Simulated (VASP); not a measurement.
A run of VASP 6.6.1 is set up as follows.

Contents of INCAR:

```
PREC = Accurate
ENCUT = 520
EDIFF = 1E-7
ISMEAR = 1
SIGMA = 0.01
LREAL = F
LASPH = T
NELM = 100
ALGO = Normal
ISIF = 2
LWAVE = F
LCHARG = F
GGA = PE
NBANDS = 11
```

The input KPOINTS:

```
regular mesh
0
Gamma
  15 15 15
```

The input POSCAR:

```
Ni
1.0
    0.0000000000      1.7572466680      1.7572466680
    1.7572466680      0.0000000000      1.7572466680
    1.7572466680      1.7572466680      0.0000000000
Ni
1
Direct
    0.0000000000      0.0000000000      0.0000000000
```

Potentials or basis: VASP PAW PBE potentials, release 64 (Ni).

Command:

```console
$ cat potpaw_PBE.64/Ni/POTCAR > POTCAR
$ mpirun -np 1 vasp_std > vasp.out
```

Question: Estimate the pressure.

Answer: -0.8 GPa.

Question: Estimate the band gap on the k mesh.

Answer: Zero (band 5 reaches 9.38 eV, above the bottom of band 6 at 8.43 eV).

Caveat: the run has no spin polarisation, though such a crystal can be magnetic. Spin polarisation is off, so any magnetic state and its effect on volume and gap are missing.
